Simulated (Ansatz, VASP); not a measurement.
# AlN: VASP beside Ansatz

```
Al N
1.0
    -0.12559    2.05233    2.05233
     2.05233   -0.12559    2.05233
     2.05233    2.05233   -0.12559
Al N
1 1
Direct
  0.50000 0.50000 0.50000
  0.00000 0.00000 0.00000
```

Alike in both runs: task single point; functional PBE; k mesh 10 × 10 × 10; occupations gaussian, width 0.05 eV; no spin polarisation.

|  | VASP | Ansatz |
| --- | --- | --- |
| version | VASP 6.6.1 | Ansatz 0.2.0 |
| potentials or method | VASP PAW PBE potentials, release 64 (Al, N), cutoff 520 eV | scalar-relativistic, plane waves, PAW |
| valence electrons in the cell | 8 | 8 |

Ansatz gave:

* gap on the k mesh at the Fermi level (eV): 2.39
* least direct gap on the mesh (eV): 2.97
* pressure (GPa): -22.0
* traceless stress, the component that is largest in VASP (GPa): 14.01

Task: Which values does VASP return?

Result: gap on the k mesh at the Fermi level (eV): 2.38; least direct gap on the mesh (eV): 2.98; pressure (GPa): -22.2; traceless stress, the component that is largest in VASP (GPa): 14.02.

The functional is the same, so the differences come from potentials, cutoffs and numerics.
